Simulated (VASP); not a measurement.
Here is a VASP 6.6.1 calculation.

Contents of INCAR:

```
SYSTEM = Pt
PREC     = Accurate       ! precision mode
ENCUT    = 520            ! plane-wave cutoff, eV
EDIFF    = 1E-6           ! SCF threshold, eV
ISMEAR   = 0              ! smearing method
SIGMA    = 0.1            ! smearing width, eV
LREAL    = .False.        ! projectors in reciprocal space
LASPH    = .True.         ! aspherical terms in the spheres
NELM     = 80             ! most SCF steps
ALGO     = Fast           ! electronic algorithm
ISIF     = 2              ! what is computed and relaxed
LWAVE    = .False.        ! write WAVECAR
LCHARG   = .False.        ! write CHGCAR
NBANDS   = 11             ! bands
```

File KPOINTS:

```
Automatic mesh
0
Gamma
  8 8 8
  0 0 0
```

POSCAR

```
Pt
1.0
    0.0000000000      1.9457172375      1.9457172375
    1.9457172375      0.0000000000      1.9457172375
    1.9457172375      1.9457172375      0.0000000000
Pt
1
Direct
    0.0000000000      0.0000000000      0.0000000000
```

Potentials or basis: VASP PAW LDA potentials, release 64 (Pt).

The run is started by

```sh
$ cat potpaw_LDA.64/Pt/POTCAR > POTCAR
$ mpirun -np 1 vasp_std > vasp.out
```

Estimate the band gap on the k mesh.

zero (band 5 reaches 12.08 eV, above the bottom of band 6 at 9.77 eV).

What does it give for the pressure?

0.8 GPa.

Caveat: spin-orbit coupling is left out, which moves the levels of the heavy elements.
